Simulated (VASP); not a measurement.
A run of VASP 6.6.1 is set up as follows.

File INCAR:

```
ALGO = Normal ; EDIFF = 1E-8
ENCUT = 520 ; ISIF = 2
ISMEAR = -1 ; LASPH = True
LCHARG = False ; LEFG = True
LREAL = False ; LWAVE = False
NBANDS = 16 ; NELM = 60
PREC = Accurate ; SIGMA = 0.05
```

Contents of KPOINTS:

```
k-points
0
Gamma
  10 10 10
```

POSCAR

```
GaP
1.0
    0.0000000000      2.7786998443      2.7786998443
    2.7786998443      0.0000000000      2.7786998443
    2.7786998443      2.7786998443      0.0000000000
Ga P
1 1
Direct
    0.0000000000      0.0000000000      0.0000000000
    0.7500000000      0.7500000000      0.7500000000
```

Potentials or basis: VASP PAW LDA potentials, release 64 (Ga_d, P).

Run with:

```console
$ cat potpaw_LDA.64/Ga_d/POTCAR potpaw_LDA.64/P/POTCAR > POTCAR
$ mpirun -np 1 vasp_std > vasp.out
```

Task: Estimate the band gap on the k mesh.

Result: 1.16 eV, direct.

Task: Predict the pressure.

Result: -6.6 GPa.

Caveat: without QUAD_EFG the Cq values of the log hold for a quadrupole moment of 1 mb, not for the nuclei. A k mesh can miss the band edges.
